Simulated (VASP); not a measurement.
Wanted: the native input for a VASP 6.6.1 run.

* Task: single point
* Functional: PBE
* Potentials or basis: VASP PAW PBE potentials, release 64 (Ti_sv)
* Cutoff: 520 eV
* k mesh: 20 × 20 × 20
* Occupations: gaussian, width 0.15 eV
* Spin: collinear spin, ferromagnetic start
* Starting moments: [0.75] μB
* Fixed moment: 0.75 μB
* Dipole correction: no
* Further INCAR settings: ALGO = Fast; EDIFF = 1e-07; NBANDS = 16

The structure of Ti lies in POSCAR:

```
Ti
1.0
    0.0000000000      1.9243855913      1.9243855913
    1.9243855913      0.0000000000      1.9243855913
    1.9243855913      1.9243855913      0.0000000000
Ti
1
Direct
    0.0000000000      0.0000000000      0.0000000000
```

One way to write it, as run:

INCAR

```
ALGO = Fast
EDIFF = 1E-7
ENCUT = 520
GGA = PE
ISIF = 2
ISMEAR = 0
ISPIN = 2
LASPH = T
LCHARG = F
LMAXMIX = 4
LORBIT = 11
LREAL = F
LWAVE = F
MAGMOM = 0.75
NBANDS = 16
NELM = 150
NUPDOWN = 0.75
PREC = Accurate
SIGMA = 0.15
```

KPOINTS

```
k-points
0
Gamma
  20 20 20
```

Potentials or basis: VASP PAW PBE potentials, release 64 (Ti_sv).

Launch:

```sh
$ cat potpaw_PBE.64/Ti_sv/POTCAR > POTCAR
$ mpirun -np 1 vasp_std > vasp.out
```

Results of the run:

The pressure is 32.0 GPa. The net moment is 0.75 μB per cell. The site moments are Ti +0.55 μB and the valence electrons inside the program's atomic spheres are Ti 10.54.

Caveat: the total moment is fixed, so each spin has its own Fermi level.

It took 5.1 min on 1 thread of AMD EPYC 7R13, with other jobs on the host, peak memory 0.17 GiB.
